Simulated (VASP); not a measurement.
Set up this calculation in VASP 6.6.1, as the native input.

* Task: single point
* Functional: LDA
* Potentials or basis: VASP PAW LDA potentials, release 64 (Ag)
* Cutoff: 520 eV
* k mesh: 14 × 14 × 4
* Occupations: fermi-dirac, width 0.1 eV
* Spin: no spin polarisation
* Dipole correction: no
* Further INCAR settings: ALGO = Normal; EDIFF = 1e-06; NBANDS = 30

The structure of Ag lies in POSCAR:

```
Ag
1.0
    2.6993852416      0.0000000000      0.0000000000
   -1.3496926208      2.3377361938      0.0000000000
    0.0000000000      0.0000000000      8.9288883170
Ag
4
Direct
    0.3333333333      0.6666666667      0.2500000000
    0.6666666667      0.3333333333      0.7500000000
    1.0000000000      0.0000000000      0.0000000000
    1.0000000000      0.0000000000      0.5000000000
```

This isn't the form of Ag at room conditions, which is fcc.

The input as run:

INCAR

```
PREC = Accurate
ENCUT = 520
EDIFF = 1E-6
ISMEAR = -1
SIGMA = 0.1
LREAL = F
LASPH = T
NELM = 80
ALGO = Normal
ISIF = 2
LWAVE = F
LCHARG = F
NBANDS = 30
```

KPOINTS

```
regular mesh
0
Gamma
  14 14 4
```

Potentials or basis: VASP PAW LDA potentials, release 64 (Ag).

The run is started by

```bash
$ cat potpaw_LDA.64/Ag/POTCAR > POTCAR
$ mpirun -np 1 vasp_std > vasp.out
```

Results of the run:

```
Pressure               : 25.8 GPa
Band gap on the k mesh : zero (bands 22 and 23 overlap by 6.56 eV)
```

Caveat: the cell stands under pressure.

Wall time 120 s on 1 thread of AMD EPYC 7R13, with other jobs on the host, peak memory 0.18 GiB.
